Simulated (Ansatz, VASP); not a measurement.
## Au in VASP and in Ansatz

The input POSCAR:

```
Au
1.0
    0.0000000000      2.0966375000      2.0455000000
    2.0966375000      0.0000000000      2.0455000000
    2.0966375000      2.0966375000      0.0000000000
Au
1
Direct
    0.0000000000      0.0000000000      0.0000000000
```

Contents of INCAR.step1:

```
SYSTEM = Au
  PREC = Accurate
  ENCUT = 520
  ISMEAR = 0
  SIGMA = 0.15
  LREAL = .False.
  LASPH = .True.
  NELM = 60
  NBANDS = 12
  GGA = PE
  ALGO = Normal
  EDIFF = 1E-4
  LWAVE = .True.
  LCHARG = .False.
```

INCAR.step2

```
SYSTEM = Au
  PREC = Accurate
  ENCUT = 520
  EDIFF = 1E-6
  ISMEAR = 0
  SIGMA = 0.15
  LREAL = .False.
  LASPH = .True.
  NELM = 60
  ALGO = Normal
  ISIF = 2
  LWAVE = .False.
  LCHARG = .False.
  METAGGA = R2SCAN
  LMIXTAU = .True.
  NBANDS = 12
  ISTART = 1
```

Contents of KPOINTS:

```
regular mesh
0
Gamma
  20 20 20
  0 0 0
```

Input for Ansatz:

```yaml
crystal:
  lattice:
    - [0.0, 2.0966375, 2.0455]
    - [2.0966375, 0.0, 2.0455]
    - [2.0966375, 2.0966375, 0.0]
  atoms:
    - { symbol: Au, position: [0.0, 0.0, 0.0] }
basis:
  ecutwfc: 500
kpoints:
  mp_grid: { grid: [20, 20, 20] }
hamiltonian:
  xc: r2scan
scf:
  occupations: { method: gaussian, width: 0.15 }
output:
  forces: true
  stress: true
  eigenvalues: true
```

Change from the starting cell: strain +0.025 along x and y, +0.000 along z, atoms carried along.

Alike in both runs: task single point; functional r2SCAN; k mesh 20 × 20 × 20; occupations gaussian, width 0.15 eV; no spin polarisation.

|  | VASP | Ansatz |
| --- | --- | --- |
| version | VASP 6.6.1 | Ansatz 0.2.0 |
| potentials or method | VASP PAW PBE potentials, release 64 (Au), cutoff 520 eV | scalar-relativistic, plane waves, PAW |
| valence electrons in the cell | 11 | 19 |

Ansatz gave:

* gap on the k mesh at the Fermi level (eV): none
* pressure (GPa): -3.6
* traceless stress, the component that is largest in VASP (GPa): 0.38

Which values does VASP return?

gap on the k mesh at the Fermi level (eV): none; pressure (GPa): -3.3; traceless stress, the component that is largest in VASP (GPa): 0.39.

VASP's potentials were made for PBE, not for r2SCAN. A gap of «none» marks a metal or a gap that the smearing closes. VASP's potentials hold 11 valence electrons a cell and Ansatz's 19, so a difference there can come from the potentials and not from the codes.

Neither program's run includes spin-orbit coupling.
